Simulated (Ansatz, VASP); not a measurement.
**Two plane-wave programs on LiH**

The input POSCAR:

```
LiH
1.0
    0.0000000000      2.0324982387      2.0324982387
    2.0324982387      0.0000000000      2.0324982387
    2.0324982387      2.0324982387      0.0000000000
Li H
1 1
Direct
    0.0000000000      0.0000000000      0.0000000000
    0.5000000000      0.5000000000      0.5000000000
```

File INCAR.step1:

```
PREC = Accurate
ENCUT = 520
ISMEAR = 0
SIGMA = 0.05
LREAL = F
LASPH = T
NELM = 80
NBANDS = 9
GGA = PE
ALGO = Normal
EDIFF = 1E-4
LWAVE = T
LCHARG = F
```

Contents of INCAR.step2:

```
PREC = Accurate
ENCUT = 520
EDIFF = 1E-6
ISMEAR = 0
SIGMA = 0.05
LREAL = F
LASPH = T
NELM = 80
ALGO = Normal
ISIF = 2
LWAVE = F
LCHARG = F
METAGGA = R2SCAN
LMIXTAU = T
NBANDS = 9
ISTART = 1
```

The input KPOINTS:

```
regular mesh
0
Gamma
  14 14 14
```

Input for Ansatz:

```yaml
crystal:
  lattice:
    - [0.0, 2.0324982387, 2.0324982387]
    - [2.0324982387, 0.0, 2.0324982387]
    - [2.0324982387, 2.0324982387, 0.0]
  atoms:
    - { symbol: Li, position: [0.0, 0.0, 0.0] }
    - { symbol: H, position: [0.5, 0.5, 0.5] }
basis:
  ecutwfc: 500
  ecutrho_ratio: 4
kpoints:
  mp_grid: { grid: [14, 14, 14] }
hamiltonian:
  xc: r2scan
scf:
  occupations: { method: gaussian, width: 0.05 }
output:
  forces: true
  stress: true
  eigenvalues: true
  eigenstates:
    nscf_kmesh: { grid: [26, 26, 26] }
    de_dk: true
    e_range: [-2.5, 6.155975370025]
  write_density: true
  write_potential: true
  elf: true
  volumetric_format: npy
```

Alike in both runs: task single point; functional r2SCAN; k mesh 14 × 14 × 14; occupations gaussian, width 0.05 eV; no spin polarisation.

|  | VASP | Ansatz |
| --- | --- | --- |
| version | VASP 6.6.1 | Ansatz 0.2.0 |
| potentials or method | VASP PAW PBE potentials, release 64 (Li_sv, H), cutoff 520 eV | scalar-relativistic, plane waves, PAW |
| valence electrons in the cell | 4 | 4 |

Ansatz gave:

| Item | Value |
| --- | --- |
| gap on the k mesh at the Fermi level (eV) | 3.66 |
| least direct gap on the mesh (eV) | 3.66 |

Problem. Estimate VASP's values.

Solution. gap on the k mesh at the Fermi level (eV): 3.60; least direct gap on the mesh (eV): 3.60.

VASP's potentials were made for PBE, not for r2SCAN.

Noted on VASP's run: the cutoff is short for stress, so the pressure is rough.
